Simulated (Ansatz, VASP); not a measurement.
# Two plane-wave programs on Sn2GeO3

```
CELL_PARAMETERS angstrom
4.16512 0.00148 0.00019
-0.00124 3.51554 0.00102
-0.01198 -0.00048 14.87163
ATOMIC_POSITIONS crystal
Sn 0.99287 0.49987 0.90248
Sn 0.99213 0.49995 0.25399
Sn 0.49248 0.00013 0.09752
Sn 0.49169 0.00008 0.74603
Ge 0.07201 0.49988 0.56750
Ge 0.57169 0.99999 0.43249
O 0.49264 0.49998 0.83509
O 0.49299 0.50002 0.18639
O 0.45792 0.50004 0.49925
O 0.99295 0.99998 0.81360
O 0.99270 0.00004 0.16491
O 0.95794 0.00003 0.50075
```

Change from the starting cell: cell x1, atoms moved at random (sigma 0.05 Å) and cell strained at random (1.5 %), then relaxed without symmetry.

Alike in both runs: functional PBE; k mesh 4 × 4 × 1; occupations gaussian, width 0.1 eV; no spin polarisation.

Ansatz relaxed the structure, and its values are those at the end. VASP's run is a single point on that final structure, the one shown.

|  | VASP | Ansatz |
| --- | --- | --- |
| version | VASP 6.6.1 | Ansatz 0.2.0 |
| potentials or method | VASP PAW PBE potentials, release 64 (Sn_d, Ge_d, O), cutoff 520 eV | scalar-relativistic, plane waves, PAW |
| valence electrons in the cell | 120 | 120 |

VASP gave:

| Item | Value |
| --- | --- |
| gap on the k mesh at the Fermi level (eV) | 0.96 |
| least direct gap on the mesh (eV) | 1.75 |
| pressure (GPa) | 0.2 |
| rms of the force components (eV/Å) | 0.031 |

Question: What did Ansatz give for the same quantities?

Answer: gap on the k mesh at the Fermi level (eV): 0.97; least direct gap on the mesh (eV): 1.77; pressure (GPa): 0.0; rms of the force components (eV/Å): 0.005.

The k mesh is coarse, so the values compare programs but aren't converged.
